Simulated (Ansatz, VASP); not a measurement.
Given: the input of a run of Ansatz 0.2.0 on GaAs.

The input input.yaml:

```yaml
crystal:
  lattice:
    - [0.0, 2.8822925071, 2.8822925071]
    - [2.8822925071, 0.0, 2.8822925071]
    - [2.8822925071, 2.8822925071, 0.0]
  atoms:
    - { symbol: As, position: [0.75, 0.75, 0.75] }
    - { symbol: Ga, position: [0.0, 0.0, 0.0] }
hamiltonian:
  xc: hf
  pseudopotentials: { kind: paw }
kpoints:
  mp_grid: { grid: [4, 4, 4] }
scf:
  occupations: { method: fermi_dirac, width: 0.05 }
output:
  forces: true
  stress: true
  eigenvalues: true
```

Potentials or basis: Ansatz PAW.

Launch:

```sh
$ ansatz run input.yaml --threads 2 --pin off --max-ram 5632MiB --backend cpu --events-out ev --progress --plain --runs-dir out
```

**Question.** Set up the same calculation for VASP 6.6.1. Potentials there: VASP PAW PBE potentials, release 64 (As_d, Ga_d).

**Answer.** As run (the cutoff follows the program's own potentials):

Contents of POSCAR:

```
GaAs
1.0
    0.0000000000      2.8822925071      2.8822925071
    2.8822925071      0.0000000000      2.8822925071
    2.8822925071      2.8822925071      0.0000000000
As Ga
1 1
Direct
    0.7500000000      0.7500000000      0.7500000000
    0.0000000000      0.0000000000      0.0000000000
```

Contents of INCAR.step1:

```
SYSTEM = GaAs
ALGO = Normal ; EDIFF = 1E-5
ENCUT = 400 ; GGA = PE
GGA_COMPAT = .FALSE. ; ISIF = 2
ISMEAR = -1 ; LASPH = .TRUE.
LCHARG = .FALSE. ; LREAL = .FALSE.
LWAVE = .TRUE. ; NBANDS = 21
NELM = 120 ; PREC = Accurate
SIGMA = 0.05
```

The input INCAR.step2:

```
SYSTEM = GaAs
AEXX = 1.0 ; AGGAC = 0.0
ALDAC = 0.0 ; ALGO = Normal
EDIFF = 1E-6 ; ENCUT = 400
GGA = PE ; GGA_COMPAT = .FALSE.
ISIF = 2 ; ISMEAR = -1
ISTART = 1 ; LASPH = .TRUE.
LCHARG = .FALSE. ; LHFCALC = .TRUE.
LREAL = .FALSE. ; LWAVE = .FALSE.
NBANDS = 21 ; NELM = 120
PREC = Accurate ; PRECFOCK = Normal
SIGMA = 0.05
```

File KPOINTS:

```
k-points
0
G
  4 4 4
  0 0 0
```

Potentials or basis: VASP PAW PBE potentials, release 64 (As_d, Ga_d).

Launch:

```sh
$ cat potpaw_PBE.64/As_d/POTCAR potpaw_PBE.64/Ga_d/POTCAR > POTCAR
$ cp INCAR.step1 INCAR
$ mpirun -np 1 vasp_std > vasp.out
$ cp INCAR.step2 INCAR
$ mpirun -np 1 vasp_std > vasp.out
```

Both were run:

|  | VASP | Ansatz | Ansatz less VASP |
| --- | --- | --- | --- |
| gap on the k mesh at the Fermi level (eV) | 7.15 | 7.08 | -0.073 |
| least direct gap on the mesh (eV) | 7.15 | 7.08 | -0.073 |

VASP's potentials were made for PBE, not for HF.

The k mesh is coarse, so the values compare programs but aren't converged.
